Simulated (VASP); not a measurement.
# Te (P-1) in VASP: notebook

Te is run at these levels: LDA; tasks: single point.

Everything below comes from runs of VASP 6.6.1. Logs are shortened: lines on timing, memory, paths and dates and some standing lists are left out, and cuts for length are marked.

## (1) The cell of the first run

The typed cell holds 3 atoms: a = 4.915 Å, b = 4.792 Å, c = 3.964 Å, α = 93.99°, β = 92.30°, γ = 58.49°.

## (2) Single point, LDA (equal xy, yz and zx shear strains of -3 %)

INCAR reads:

```
SYSTEM = Te
PREC     = Accurate       ! precision mode
ENCUT    = 520            ! plane-wave cutoff, eV
EDIFF    = 1E-6           ! SCF threshold, eV
ISMEAR   = -1             ! smearing method
SIGMA    = 0.05           ! smearing width, eV
LREAL    = .FALSE.        ! projectors in reciprocal space
LASPH    = .TRUE.         ! aspherical terms in the spheres
NELM     = 100            ! most SCF steps
ALGO     = Normal         ! electronic algorithm
ISIF     = 2              ! what is computed and relaxed
LWAVE    = .FALSE.        ! write WAVECAR
LCHARG   = .FALSE.        ! write CHGCAR
NBANDS   = 16             ! bands
```

KPOINTS reads:

```
Automatic mesh
0
G
  8 8 8
  0 0 0
```

POSCAR reads:

```
Te
1.0
    4.2696680000     -2.4347115000     -0.0279435000
    4.1985320000      2.3076885000     -0.0990795000
   -0.1898102500     -0.0574035000      3.9593067500
Te
3
Direct
    0.6760000000      0.6760000000      0.6750000000
    0.3240000000      0.3240000000      0.3250000000
    0.0000000000      0.0000000000      0.0000000000
```

Potentials or basis: VASP PAW LDA potentials, release 64 (Te).

Command:

```bash
$ cat potpaw_LDA.64/Te/POTCAR > POTCAR
$ mpirun -np 1 vasp_std > vasp.out
```

OUTCAR:

```text
SYSTEM = Te
   PREC = Accurate
   ENCUT = 520
   EDIFF = 1E-6
   ISMEAR = -1
   LREAL = .FALSE.
   LASPH = .TRUE.
   NELM = 100
   ISIF = 2

 ion  position               nearest neighbor table
   1  0.676  0.676  0.675-   3 2.96   2 3.05   2 3.06   3 3.12   3 3.13   2 3.21   2 3.59
   2  0.324  0.324  0.325-   3 2.96   1 3.05   1 3.06   3 3.12   3 3.13   1 3.21   1 3.59
   3  0.000  0.000  0.000-   1 2.96   2 2.96   1 3.12   2 3.12   1 3.13   2 3.13

  LATTYP: Found a triclinic cell.
 ALAT       =     4.9151465652
 B/A-ratio  =     1.8822287099
 C/A-ratio  =     0.9749380630
 COS(alpha) =     0.0075905326
 COS(beta)  =     0.5226699201
 COS(gamma) =     0.7746607624

  Lattice vectors:

 A1 = (  -4.2696680000,   2.4347115000,   0.0279435000)
 A2 = (  -4.1509937500,   7.2345150000,  -4.0024992500)
 A3 = (  -4.1985320000,  -2.3076885000,   0.0990795000)

Analysis of symmetry for initial positions (statically):
=====================================================================
 Subroutine PRICEL returns:
 Original cell was already a primitive cell.

 Routine SETGRP: Setting up the symmetry group for a
 triclinic supercell.

 Subroutine GETGRP returns: Found  2 space group operations
 (whereof  2 operations were pure point group operations)
 out of a pool of  2 trial point group operations.

The static configuration has the point symmetry S_2 .

Analysis of symmetry for dynamics (positions and initial velocities):
=====================================================================
 Subroutine PRICEL returns:
 Original cell was already a primitive cell.

 Routine SETGRP: Setting up the symmetry group for a
 triclinic supercell.

 Subroutine GETGRP returns: Found  2 space group operations
 (whereof  2 operations were pure point group operations)
 out of a pool of  2 trial point group operations.

The dynamic configuration has the point symmetry S_2 .

 Subroutine INISYM returns: Found  2 space group operations
 (whereof  2 operations are pure point group operations),
 and found     1 'primitive' translations

----------------------------------------------------------------------------------------

                                     Primitive cell

  volume of cell :      79.4086

  direct lattice vectors                    reciprocal lattice vectors
     4.269668000 -2.434711500 -0.027943500     0.114989540 -0.209101640  0.002480997
     4.198532000  2.307688500 -0.099079500     0.121414720  0.212818511  0.008906177
    -0.189810250 -0.057403500  3.959306750     0.003849896  0.003849896  0.252809850

  length of vectors
     4.915146565  4.791963472  3.964269546     0.238646696  0.245178655  0.252868471

  position of ions in fractional coordinates (direct lattice)
     0.676000000  0.676000000  0.675000000
     0.324000000  0.324000000  0.325000000
     0.000000000  0.000000000  0.000000000

  ion indices of the primitive-cell ions
   primitive index   ion index
                 1           1
                 2           2
                 3           3

----------------------------------------------------------------------------------------

 KPOINTS: Automatic mesh

Automatic generation of k-mesh.
 Grid dimensions read from file:
 generate k-points for:    8    8    8

 Generating k-lattice:

  Cartesian coordinates                     Fractional coordinates (reciprocal lattice)
     0.014373693 -0.026137705  0.000310125     0.125000000  0.000000000  0.000000000
     0.015176840  0.026602314  0.001113272     0.000000000  0.125000000 -0.000000000
     0.000481237  0.000481237  0.031601231    -0.000000000 -0.000000000  0.125000000

  Length of vectors
     0.029830837  0.030647332  0.031608559

  Shift w.r.t. Gamma in fractional coordinates (k-lattice)
     0.000000000  0.000000000  0.000000000

 Subroutine IBZKPT returns following result:
 ===========================================

 Found    260 irreducible k-points:

 Following reciprocal coordinates:
            Coordinates               Weight
  0.000000  0.000000  0.000000      1.000000
  0.125000 -0.000000  0.000000      2.000000
  0.250000 -0.000000  0.000000      2.000000
  0.375000 -0.000000  0.000000      2.000000
  0.500000 -0.000000  0.000000      1.000000
  0.000000  0.125000  0.000000      2.000000
[... 16 lines left out ...]
  0.125000  0.375000  0.000000      2.000000
  0.250000  0.375000  0.000000      2.000000
 [... further k-points ...]
   k-points           NKPTS =    260   k-points in BZ     NKDIM =    260   number of bands    NBANDS=     16
   number of dos      NEDOS =    301   number of ions     NIONS =      3
   total plane-waves  NPLWV =  43200
   dimension x,y,z NGX =    40 NGY =   36 NGZ =   30
   dimension x,y,z NGXF=    80 NGYF=   72 NGZF=   60
   ions per type =               3
   NGX,Y,Z   is equivalent  to a cutoff of  13.53, 12.49, 12.58 a.u.
   NGXF,Y,Z  is equivalent  to a cutoff of  27.06, 24.98, 25.16 a.u.
 SYSTEM =  Te
   PREC   = accura    normal or accurate (medium, high low for compatibility)
   ISTART =      0    job   : 0-new  1-cont  2-samecut
   ICHARG =      2    charge: 1-file 2-atom 10-const
   ISPIN  =      1    spin polarized calculation?
   LNONCOLLINEAR =      F non collinear calculations
   LSORBIT =      F    spin-orbit coupling
   LASPH  =      T    aspherical Exc in radial PAW
   ENCUT  =  520.0 eV  38.22 Ry    6.18 a.u.   9.14  8.91  7.37*2*pi/ulx,y,z
   NELM   =    100;   NELMIN=  2; NELMDL= -5     # of ELM steps
   EDIFF  = 0.1E-05   stopping-criterion for ELM
   LREAL  =      F    real-space projection
   EDIFFG = 0.1E-04   stopping-criterion for IOM
   NSW    =      0    number of steps for IOM
   IBRION =     -1    ionic relax: 0-MD 1-quasi-New 2-CG
   NFREE  =      0    steps in history (QN), initial steepest desc. (CG)
   ISIF   =      2    stress and relaxation
   ISYM   =      2    0-nonsym 1-usesym 2-fastsym
   POTIM  = 0.5000    time-step for ionic-motion
   TEBEG  =    0.0;   TEEND  =   0.0 temperature during run
   PSTRESS=    0.0 pullay stress
   NELECT =      18.0000    total number of electrons
   NUPDOWN=      -1.0000    fix difference up-down
   EMIN   =  10.00;   EMAX   =-10.00  energy-range for DOS
   EFERMI =   0.00;   METHOD = LEGACY
   ISMEAR =    -1;   SIGMA  =   0.05  broadening in eV -4-tet -1-fermi 0-gaus
   EFERMI_NEDOS =   21; number of points for ismear=-14 and -15
   IALGO  =     38    algorithm
   IMIX   =      4    mixing-type and parameters
     AMIX     =   0.40;   BMIX     =  1.00
     AMIX_MAG =   1.60;   BMIX_MAG =  1.00
  volume/ion in A,a.u.               =      26.47       178.63
  Fermi-wavevector in a.u.,A,eV,Ry     =   0.998182  1.886291 13.556405  0.996368
  Thomas-Fermi vector in A             =   2.130388
   LORBIT       =      0    0 simple, 1 ext, 2 COOP (PROOUT), +10 PAW based schemes
   GGA     = CA    functional components
   LHFCALC =     F    Hartree Fock is set to
   AEXX    =    0.0000 exact exchange contribution
   IVDW    =     0    specifies the selected vdW correction
   LEPSILON=     F    determine dielectric tensor
   LRPA    =     F    only Hartree local field effects (RPA)
 non-spin polarized calculation
  energy-cutoff  :      520.00
  volume of cell :       79.41
 maximum number of plane-waves:      2158
 NGX is ok and might be reduce to    40
   NGX = 19   NGY = 17   NGZ = 15

 number of electron      18.0000000 magnetization

 Free energy of the ion-electron system (eV)
  ---------------------------------------------------
  ext. energy  EPLUGINS =         0.00000000
  ---------------------------------------------------
  free energy    TOTEN  =       -11.08085409 eV

  energy without entropy =      -11.06554880  energy(sigma->0) =      -11.07320145

 E-fermi :   8.8920     XC(G=0): -10.4862

 val. band max:        8.8906027725   @ k =   0.1250  -0.1250   0.3750
 cond. band min:       8.8932484950   @ k =  -0.1250   0.0000   0.1250
 fundamental gap:      0.0026457225
 Fermi energy:         8.8919958448

 k-point     1 :       0.0000    0.0000    0.0000
  band No.  band energies     occupation
      1      -5.9387      2.00000
      2      -0.7325      2.00000
      3      -0.6638      2.00000
      4       4.1360      2.00000
      5       4.5037      2.00000
      6       4.9397      2.00000
[... 8 lines left out ...]
     15      15.8473      0.00000
     16      16.2078      0.00000

 k-point     2 :       0.1250   -0.0000    0.0000
  band No.  band energies     occupation
      1      -5.8142      2.00000
      2      -1.0577      2.00000
      3      -0.7824      2.00000
      4       3.6622      2.00000
      5       4.1553      2.00000
      6       5.3454      2.00000
[... 8 lines left out ...]
     15      16.0258      0.00000
     16      16.3095      0.00000

 k-point     3 :       0.2500   -0.0000    0.0000
  band No.  band energies     occupation
      1      -5.4432      2.00000
      2      -1.9194      2.00000
      3      -1.0127      2.00000
      4       3.1301      2.00000
      5       4.3132      2.00000
      6       5.8647      2.00000
[... 8 lines left out ...]
     15      15.8008      0.00000
     16      17.0532      0.00000

 k-point     4 :       0.3750   -0.0000    0.0000
  band No.  band energies     occupation
      1      -4.8375      2.00000
      2      -2.9759      2.00000
      3      -1.1955      2.00000
      4       2.7532      2.00000
      5       5.1197      2.00000
      6       6.0714      2.00000
[... 8 lines left out ...]
     15      15.6408      0.00000
     16      15.9319      0.00000
[... 324 lines left out ...]
 k-point    22 :       0.0000    0.3750    0.0000
  band No.  band energies     occupation
      1      -4.7835      2.00000
      2      -2.8495      2.00000
      3      -1.4066      2.00000
      4       2.5633      2.00000
      5       5.0090      2.00000
      6       6.4462      2.00000
[... 8 lines left out ...]
     15      15.2759      0.00000
     16      15.8373      0.00000

 k-point    23 :       0.1250    0.3750    0.0000
  band No.  band energies     occupation
      1      -5.0409      2.00000
      2      -2.2562      2.00000
      3      -1.6801      2.00000
      4       3.1909      2.00000
      5       4.3557      2.00000
      6       6.3761      2.00000
[... 8 lines left out ...]
     15      15.9063      0.00000
     16      16.3675      0.00000

 k-point    24 :       0.2500    0.3750    0.0000
  band No.  band energies     occupation
      1      -5.0603      2.00000
      2      -2.3428      2.00000
      3      -1.5968      2.00000
      4       3.4385      2.00000
      5       4.2605      2.00000
      6       5.8921      2.00000
[... 8 lines left out ...]
     15      15.8867      0.00000
     16      16.1038      0.00000

 [... further k-points ...]

------------------------ aborting loop because EDIFF is reached ----------------------------------------

  FORCE on cell =-STRESS in cart. coord.  units (eV):
  Direction    XX          YY          ZZ          XY          YZ          ZX
  --------------------------------------------------------------------------------------
  -------------------------------------------------------------------------------------
  Total        2.5130659      1.8070387      3.0976573      0.2536814      0.3450798      1.0930199
  in kB       50.7045438     36.4594785     62.4994763      5.1183686      6.9624576     22.0531732
  external PRESSURE =      49.8878328 kB  Pullay stress =       0.0000000 kB

 VOLUME and BASIS-vectors are now :
 -----------------------------------------------------------------------------
  energy-cutoff  :      520.00
  volume of cell :       79.41
      direct lattice vectors                 reciprocal lattice vectors
     4.269668000 -2.434711500 -0.027943500     0.114989540 -0.209101640  0.002480997
     4.198532000  2.307688500 -0.099079500     0.121414720  0.212818511  0.008906177
    -0.189810250 -0.057403500  3.959306750     0.003849896  0.003849896  0.252809850

 POSITION                                       TOTAL-FORCE (eV/Angst)
 -----------------------------------------------------------------------------------
      5.59638     -0.12461      2.58666        -0.450937      0.003475     -0.230052
      2.68201     -0.05981      1.24562         0.450937     -0.003475      0.230052
      0.00000      0.00000      0.00000         0.000000      0.000000      0.000000
 -----------------------------------------------------------------------------------
    total drift:                               -0.000000     -0.000000     -0.000000

  FREE ENERGIE OF THE ION-ELECTRON SYSTEM (eV)
  ---------------------------------------------------
  free  energy   TOTEN  =       -11.0808540936 eV

  energy  without entropy=      -11.0655488001  energy(sigma->0) =      -11.07320145
```

It took 78 s on 1 thread of Intel Xeon 6975P-C (Granite Rapids), shared host; peak memory 0.35 GiB.

Results:

| Property | Result |
| --- | --- |
| Free energy | -11.0809 eV |
| Pressure | 5.0 GPa |
| Largest force | 0.506 eV/Å |
| Band gap on the k mesh | zero (bands 9 and 10 overlap by 3.33 eV) |

Forces in eV/Å, atoms in the order of the input:
```
Te  -0.451  0.003 -0.230
Te   0.451 -0.003  0.230
Te   0.000  0.000  0.000
```

Stress tensor (GPa, compression positive):
```
5.07 0.51 2.21
0.51 3.65 0.70
2.21 0.70 6.25
```

Caveat: the cell differs from its parent crystal (equal xy, yz and zx shear strains of -3 %); the cell stands under pressure; spin-orbit coupling is left out, which moves the levels of the heavy elements.

## (3) Single point, LDA (equal xy, yz and zx shear strains of +2 %)

INCAR reads:

```
SYSTEM = Te
PREC = Accurate
ENCUT = 520
EDIFF = 1E-6
ISMEAR = -1
SIGMA = 0.05
LREAL = .False.
LASPH = .True.
NELM = 60
ALGO = Normal
ISIF = 2
LWAVE = .False.
LCHARG = .True.
GGA = CA
LELF = .True.
LVHAR = .True.
NBANDS = 16
```

KPOINTS reads:

```
regular mesh
0
Gamma
  8 8 8
  0 0 0
```

POSCAR reads:

```
Te
1.0
    4.2103880000     -2.3288590000      0.0186290000
    4.2578120000      2.4135410000      0.0660530000
   -0.0908765000      0.0382690000      3.9560455000
Te
3
Direct
    0.6760000000      0.6760000000      0.6750000000
    0.3240000000      0.3240000000      0.3250000000
    0.0000000000      0.0000000000      0.0000000000
```

Potentials or basis: VASP PAW LDA potentials, release 64 (Te).

Command:

```bash
$ cat potpaw_LDA.64/Te/POTCAR > POTCAR
$ mpirun -np 1 vasp_std > vasp.out
```

Run time: 78 s. Hardware: 1 thread of Intel Xeon 6975P-C (Granite Rapids), shared host; peak memory 0.36 GiB.

The run converged. Its results:

```yaml
Free_energy: -11.1170 eV
Pressure: 4.9 GPa
Largest_force: 0.427 eV/Å
Band_gap_on_the_k_mesh: zero (bands 9 and 10 overlap by 3.46 eV)
```

Forces in eV/Å, atoms in the order of the input:
```
Te  -0.390  0.003 -0.174
Te   0.390 -0.003  0.174
Te   0.000  0.000  0.000
```

Stress tensor (GPa, compression positive):
```
 3.90 -0.43  0.14
-0.43  4.87 -0.42
 0.14 -0.42  5.86
```

Levels at points of the mesh, in eV from the Fermi level:
```
           k point  band 7  band 8  band 9  band 10  band 11  band 12
(0.00, 0.00, 0.00)   -3.88   -2.17   -1.88     1.55     2.99     3.14
(0.50, 0.00, 0.00)   -2.52    0.02    0.20     0.53     0.86     2.96
(0.00, 0.50, 0.00)   -2.63    0.12    0.35     0.57     0.83     2.74
(0.50, 0.50, 0.00)   -2.37    0.36    0.45     0.53     0.71     2.57
(0.00, 0.00, 0.50)   -2.73   -1.88   -1.84    -1.77    -1.55    -1.10
(0.50, 0.00, 0.50)   -3.93   -3.85    1.69     1.87     1.88     3.27
(0.00, 0.50, 0.50)   -3.82   -3.63    1.63     1.68     1.95     2.95
(0.50, 0.50, 0.50)   -3.89   -3.74    1.58     1.58     2.10     2.77
```

Caveat: the cell differs from its parent crystal (equal xy, yz and zx shear strains of +2 %); the cell stands under pressure; spin-orbit coupling is left out, which moves the levels of the heavy elements.
